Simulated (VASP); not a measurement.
Wanted: the native input for a VASP 6.6.1 run.

| Quantity | Value |
| --- | --- |
| Task | single point |
| Functional | PBE |
| Potentials or basis | VASP PAW PBE potentials, release 64 (Mn_pv, O) |
| Cutoff | 520 eV |
| k mesh | 18 × 18 × 18 |
| Occupations | gaussian, width 0.15 eV |
| Spin | collinear spin, ferromagnetic start |
| Starting moments | [4.46, 0.26] μB |
| Dipole correction | no |
| Further INCAR settings | ALGO = Normal; EDIFF = 1e-06; NBANDS = 20 |

The structure of MnO lies in POSCAR:

```
MnO
1.0
    0.0000000000      1.9998000000      2.2220000000
    2.2220000000      0.0000000000      2.2220000000
    2.2220000000      1.9998000000      0.0000000000
Mn O
1 1
Direct
    0.0000000000      0.0000000000      0.0000000000
    0.5000000000      0.5000000000      0.5000000000
```

This cell differs from its parent crystal: strain -0.1000 x Voigt [0, 1, 0, 0, 0, 0].

The input as run:

INCAR

```
PREC = Accurate
ENCUT = 520
EDIFF = 1E-6
ISMEAR = 0
SIGMA = 0.15
LREAL = F
LASPH = T
NELM = 150
ALGO = Normal
ISIF = 2
LWAVE = F
LCHARG = T
ISPIN = 2
MAGMOM = 4.46 0.26
LORBIT = 11
LMAXMIX = 4
GGA = PE
LELF = T
LVHAR = T
NBANDS = 20
```

KPOINTS

```
regular mesh
0
Gamma
  18 18 18
```

Potentials or basis: VASP PAW PBE potentials, release 64 (Mn_pv, O).

The run is started by

```bash
$ cat potpaw_PBE.64/Mn_pv/POTCAR potpaw_PBE.64/O/POTCAR > POTCAR
$ mpirun -np 1 vasp_std > vasp.out
```

It gave:

* Pressure: 16.9 GPa
* Net moment: 4.41 μB per cell
* Site moments: Mn +4.03; O +0.19 μB
* Valence electrons inside the program's atomic spheres: Mn 11.51; O 5.03

Caveat: the cell differs from its parent crystal (strain -0.1000 x Voigt [0, 1, 0, 0, 0, 0]); a cell with one magnetic atom can't hold antiferromagnetic order, which such compounds often take.

Wall time 110 s on 1 thread of Intel(R) Xeon(R) 6975P-C (Granite Rapids) (shared host), peak memory 0.37 GiB.
